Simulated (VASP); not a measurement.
# Au (C2/m) in VASP: single point with PBE

Aim: the single point of Au with PBE.

All numbers are computed with VASP 6.6.1; they aren't measurements. Logs are shortened: lines on timing, memory, paths and dates and some standing lists are left out, and cuts for length are marked.

## (1) The cell of the first run

It takes space group C2/m (No. 12, monoclinic). The conventional cell has a = 4.828 Å, b = 2.787 Å, c = 3.136 Å, α = 90.00°, β = 124.14°, γ = 90.00°. Au (site symmetry 2/m) has 12 Au at 2.79 to 3.14 Å within 3.7 Å.

## (2) Single point, PBE

INCAR

```
ALGO = Fast
EDIFF = 1E-6
ENCUT = 520
GGA = PE
ISIF = 2
ISMEAR = 0
LASPH = True
LCHARG = True
LELF = True
LREAL = False
LVHAR = True
LWAVE = False
NBANDS = 30
NELM = 80
PREC = Accurate
SIGMA = 0.1
```

KPOINTS

```
k-points
0
Gamma
  9 9 13
```

POSCAR

```
Au
1.0
    5.5726950358      0.0010319514     -0.1411499699
   -2.7854538218      4.8266114443      0.1411499699
   -1.4578362785      0.8416821678      2.6463267463
Au
4
Direct
    0.0000000000      0.5000000000      0.0000000000
    0.5000000000      0.5000000000      0.0000000000
    0.0000000000      0.0000000000      0.0000000000
    0.5000000000      0.0000000000      0.0000000000
```

Potentials or basis: VASP PAW PBE potentials, release 64 (Au).

The run is started by

```
cat potpaw_PBE.64/Au/POTCAR > POTCAR
mpirun -np 1 vasp_std > vasp.out
```

OUTCAR:

```text
EDIFF = 1E-6
   ENCUT = 520
   GGA = PE
   ISIF = 2
   ISMEAR = 0
   LASPH = True
   LREAL = False
   NELM = 80
   PREC = Accurate

 ion  position               nearest neighbor table
   1  0.000  0.500  0.000-   2 2.79   2 2.79   4 2.79   4 2.79   3 2.79   3 2.79   2 3.02   2 3.02
                             3 3.02   3 3.02
   2  0.500  0.500  0.000-   1 2.79   1 2.79   3 2.79   3 2.79   4 2.79   4 2.79   1 3.02   1 3.02
                             4 3.02   4 3.02
   3  0.000  0.000  0.000-   4 2.79   4 2.79   2 2.79   2 2.79   1 2.79   1 2.79   4 3.02   4 3.02
                             1 3.02   1 3.02
   4  0.500  0.000  0.000-   3 2.79   3 2.79   1 2.79   1 2.79   2 2.79   2 2.79   3 3.02   3 3.02
                             2 3.02   2 3.02
[... 9 lines left out ...]
 A1 = (  -1.3276175433,   3.9849292765,  -2.5051767764)
 A2 = (  -4.1148587573,  -0.8427141192,  -2.5051767764)
 A3 = (  -1.4578362785,   0.8416821678,   2.6463267463)

Analysis of symmetry for initial positions (statically):
=====================================================================
 Subroutine PRICEL returns following result:

  LATTYP: Found a base centered monoclinic cell.
 ALAT       =     4.8276433957
 B/A-ratio  =     0.5773502692
 C/A-ratio  =     0.6496670961
 COS(beta)  =    -0.5611654928

  Lattice vectors:

 A1 = (   1.3927269109,  -2.4133057222,  -0.0705749850)
 A2 = (   2.7863475179,   0.0005159757,  -0.0705749850)
 A3 = (  -1.4578362785,   0.8416821678,   2.6463267463)

   4 primitive cells build up your supercell.

 Routine SETGRP: Setting up the symmetry group for a
 base centered monoclinic supercell.

 Subroutine GETGRP returns: Found  4 space group operations
 (whereof  4 operations were pure point group operations)
 out of a pool of  4 trial point group operations.

The static configuration has the point symmetry C_2h.

Analysis of symmetry for dynamics (positions and initial velocities):
=====================================================================
 Subroutine PRICEL returns following result:

  LATTYP: Found a base centered monoclinic cell.
 ALAT       =     4.8276433957
 B/A-ratio  =     0.5773502692
 C/A-ratio  =     0.6496670961
 COS(beta)  =    -0.5611654928

  Lattice vectors:

 A1 = (   1.3927269109,  -2.4133057222,  -0.0705749850)
[... 106 lines left out ...]
   LSORBIT =      F    spin-orbit coupling
   LASPH  =      T    aspherical Exc in radial PAW
   ENCUT  =  520.0 eV  38.22 Ry    6.18 a.u.  10.36 10.36  5.83*2*pi/ulx,y,z
   NELM   =     80;   NELMIN=  2; NELMDL= -5     # of ELM steps
   EDIFF  = 0.1E-05   stopping-criterion for ELM
   LREAL  =      F    real-space projection
   EDIFFG = 0.1E-04   stopping-criterion for IOM
   NSW    =      0    number of steps for IOM
   IBRION =     -1    ionic relax: 0-MD 1-quasi-New 2-CG
   NFREE  =      0    steps in history (QN), initial steepest desc. (CG)
   ISIF   =      2    stress and relaxation
   ISYM   =      2    0-nonsym 1-usesym 2-fastsym
   POTIM  = 0.5000    time-step for ionic-motion
   TEBEG  =    0.0;   TEEND  =   0.0 temperature during run
   PSTRESS=    0.0 pullay stress
   NELECT =      44.0000    total number of electrons
   NUPDOWN=      -1.0000    fix difference up-down
   EMIN   =  10.00;   EMAX   =-10.00  energy-range for DOS
   EFERMI =   0.00;   METHOD = LEGACY
   ISMEAR =     0;   SIGMA  =   0.10  broadening in eV -4-tet -1-fermi 0-gaus
   EFERMI_NEDOS =   21; number of points for ismear=-14 and -15
   IALGO  =     68    algorithm
   IMIX   =      4    mixing-type and parameters
     AMIX     =   0.40;   BMIX     =  1.00
     AMIX_MAG =   1.60;   BMIX_MAG =  1.00
  volume/ion in A,a.u.               =      17.47       117.86
  Fermi-wavevector in a.u.,A,eV,Ry     =   1.403284  2.651822 26.792666  1.969205
  Thomas-Fermi vector in A             =   2.525961
   LORBIT       =      0    0 simple, 1 ext, 2 COOP (PROOUT), +10 PAW based schemes
   GGA     = PE    functional components
   LHFCALC =     F    Hartree Fock is set to
   AEXX    =    0.0000 exact exchange contribution
   IVDW    =     0    specifies the selected vdW correction
   LEPSILON=     F    determine dielectric tensor
   LRPA    =     F    only Hartree local field effects (RPA)
 non-spin polarized calculation
 RMM-DIIS sequential band-by-band and
 Gauss-broadening in eV      SIGMA  =   0.10
  energy-cutoff  :      520.00
  volume of cell :       69.86
 maximum number of plane-waves:      1901
 NGX is ok and might be reduce to    42
   NGX = 21   NGY = 21   NGZ = 11

 number of electron      44.0000007 magnetization

 Free energy of the ion-electron system (eV)
  ---------------------------------------------------
  ext. energy  EPLUGINS =         0.00000000
  ---------------------------------------------------
  free energy    TOTEN  =       -12.66717326 eV

  energy without entropy =      -12.66236861  energy(sigma->0) =      -12.66477093

 E-fermi :   9.1203     XC(G=0): -12.5520

 val. band max:        9.1202930802   @ k =   0.1111   0.4444   0.4615
 cond. band min:       9.1224831219   @ k =   0.4444   0.3333   0.3077
 fundamental gap:      0.0021900417
 Fermi energy:         9.1203476315

 k-point     1 :       0.0000    0.0000    0.0000
  band No.  band energies     occupation
      1      -0.5629      2.00000
      2       1.9943      2.00000
      3       1.9943      2.00000
      4       2.0501      2.00000
      5       2.5563      2.00000
      6       3.6988      2.00000
[... 781 lines left out ...]
     29      21.2242      0.00000
     30      21.4687      0.00000

 [... further k-points ...]

------------------------ aborting loop because EDIFF is reached ----------------------------------------

  FORCE on cell =-STRESS in cart. coord.  units (eV):
  Direction    XX          YY          ZZ          XY          YZ          ZX
  --------------------------------------------------------------------------------------
  -------------------------------------------------------------------------------------
  Total        4.8226602      4.7642468     -0.0800104     -0.0505875      0.0725726     -0.1256995
  in kB      110.6003744    109.2607528     -1.8349165     -1.1601464      1.6643433     -2.8827257
  external PRESSURE =      72.6754036 kB  Pullay stress =       0.0000000 kB

 VOLUME and BASIS-vectors are now :
 -----------------------------------------------------------------------------
  energy-cutoff  :      520.00
  volume of cell :       69.86
      direct lattice vectors                 reciprocal lattice vectors
     5.572695036  0.001031951 -0.141149970     0.181128487  0.102565823  0.067160208
    -2.785453822  4.826611444  0.141149970    -0.001739635  0.208144782 -0.067160208
    -1.457836279  0.841682168  2.646326746     0.009753833 -0.005631378  0.385046678

 POSITION                                       TOTAL-FORCE (eV/Angst)
 -----------------------------------------------------------------------------------
     -1.39273      2.41331      0.07057         0.000000      0.000000     -0.000000
      1.39362      2.41382      0.00000        -0.000000      0.000000      0.000000
      0.00000      0.00000      0.00000         0.000000     -0.000000     -0.000000
      2.78635      0.00052     -0.07057        -0.000000     -0.000000      0.000000
 -----------------------------------------------------------------------------------
    total drift:                                0.000000     -0.000000     -0.000000

  FREE ENERGIE OF THE ION-ELECTRON SYSTEM (eV)
  ---------------------------------------------------
  free  energy   TOTEN  =       -12.6671732573 eV

  energy  without entropy=      -12.6623686066  energy(sigma->0) =      -12.66477093
```

OSZICAR:

```text
N       E                     dE             d eps       ncg     rms          rms(c)
DAV:   1     0.287846670019E+03    0.28785E+03   -0.22753E+04 17764   0.142E+03
DAV:   2    -0.657705154377E+01   -0.29442E+03   -0.27964E+03 19212   0.319E+02
DAV:   3    -0.137224433430E+02   -0.71454E+01   -0.70749E+01 20294   0.498E+01
DAV:   4    -0.137670735321E+02   -0.44630E-01   -0.44622E-01 19062   0.418E+00
DAV:   5    -0.137674980676E+02   -0.42454E-03   -0.42453E-03 20364   0.446E-01    0.180E+01
RMM:   6    -0.127437415213E+02    0.10238E+01   -0.21763E+00 17702   0.909E+00    0.115E+01
RMM:   7    -0.126770759663E+02    0.66666E-01   -0.37976E-01 18014   0.376E+00    0.486E+00
RMM:   8    -0.126675841163E+02    0.94919E-02   -0.49808E-02 18085   0.139E+00    0.814E-01
RMM:   9    -0.126671343144E+02    0.44980E-03   -0.33795E-03 18774   0.352E-01    0.206E-01
RMM:  10    -0.126671896874E+02   -0.55373E-04   -0.47347E-04 19012   0.112E-01    0.181E-01
RMM:  11    -0.126671720401E+02    0.17647E-04   -0.10424E-04 18880   0.635E-02    0.286E-02
RMM:  12    -0.126671732087E+02   -0.11686E-05   -0.12102E-05 17926   0.197E-02    0.177E-02
RMM:  13    -0.126671732573E+02   -0.48605E-07   -0.19159E-06 12983   0.695E-03
   1 F= -.12667173E+02 E0= -.12664771E+02  d E =-.480465E-02
```

stdout:

```text
POSCAR found type information on POSCAR Au
 POSCAR found :  1 types and       4 ions
 scaLAPACK will be used
 LDA part: xc-table for (Slater+PW92), standard interpolation
 POSCAR, INCAR and KPOINTS ok, starting setup
 FFT: planning ... GRIDC
 FFT: planning ... GRID_SOFT
 FFT: planning ... GRID
 WAVECAR not read
 entering main loop
```

Wall time 8.2 min (1 thread of Intel Xeon Platinum 8259CL at 2.50GHz (Skylake/Cascade Lake), shared host); peak memory 0.54 GiB.

What came out:

| Quantity | Value |
| --- | --- |
| Free energy | -12.6672 eV |
| Pressure | 7.3 GPa |
| Band gap on the k mesh | zero (bands 22 and 23 overlap by 4.37 eV) |

Stress tensor (GPa, compression positive):
```
11.06 -0.12 -0.29
-0.12 10.93  0.17
-0.29  0.17 -0.18
```

Caveat: the cell stands under pressure; spin-orbit coupling is left out, which moves the levels of the heavy elements.
